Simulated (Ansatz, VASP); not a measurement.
**Two plane-wave programs on Nb**

Contents of POSCAR:

```
Nb
1.0
    0.0000000000      2.1150000000      2.1150000000
    2.3000625000      0.0000000000      2.1150000000
    2.3000625000      2.1150000000      0.0000000000
Nb
1
Direct
    0.0000000000      0.0000000000      0.0000000000
```

INCAR.step1

```
PREC = Accurate ; ENCUT = 520
ISMEAR = 0 ; SIGMA = 0.15
LREAL = False ; LASPH = True
NELM = 80 ; NBANDS = 12
GGA = PE ; ALGO = Normal
EDIFF = 1E-4 ; LWAVE = True
LCHARG = False
```

INCAR.step2

```
PREC = Accurate ; ENCUT = 520
EDIFF = 1E-7 ; ISMEAR = 0
SIGMA = 0.15 ; LREAL = False
LASPH = True ; NELM = 80
ALGO = Normal ; ISIF = 2
LWAVE = False ; LCHARG = True
METAGGA = R2SCAN ; LMIXTAU = True
LELF = True ; LVHAR = True
NBANDS = 12 ; ISTART = 1
```

File KPOINTS:

```
regular mesh
0
Gamma
  20 20 20
```

Input for Ansatz:

```yaml
crystal:
  lattice:
    - [0.0, 2.115, 2.115]
    - [2.3000625, 0.0, 2.115]
    - [2.3000625, 2.115, 0.0]
  atoms:
    - { symbol: Nb, position: [0.0, 0.0, 0.0] }
basis:
  ecutwfc: 500
kpoints:
  mp_grid: { grid: [20, 20, 20] }
hamiltonian:
  xc: r2scan
scf:
  occupations: { method: gaussian, width: 0.15 }
output:
  forces: true
  stress: true
  eigenvalues: true
```

Change from the starting cell: strain +0.0875 x Voigt [1, 0, 0, 0, 0, 0], atoms carried along.

Alike in both runs: task single point; functional r2SCAN; k mesh 20 × 20 × 20; occupations gaussian, width 0.15 eV; no spin polarisation.

```csv
,VASP,Ansatz
version,VASP 6.6.1,Ansatz 0.2.0
potentials or method,"VASP PAW PBE potentials, release 64 (Nb_sv), cutoff 520 eV","scalar-relativistic, plane waves, PAW"
valence electrons in the cell,13,13
```

Ansatz gave:

```
gap on the k mesh at the Fermi level (eV)                     : none
pressure (GPa)                                                : -14.5
traceless stress, the component that is largest in VASP (GPa) : 7.60
```

Q: Which values does VASP return?

A: gap on the k mesh at the Fermi level (eV): none; pressure (GPa): -14.7; traceless stress, the component that is largest in VASP (GPa): 7.57.

VASP's potentials were made for PBE, not for r2SCAN. A gap of «none» marks a metal or a gap that the smearing closes. The functional is the same, so the differences come from potentials, cutoffs and numerics.
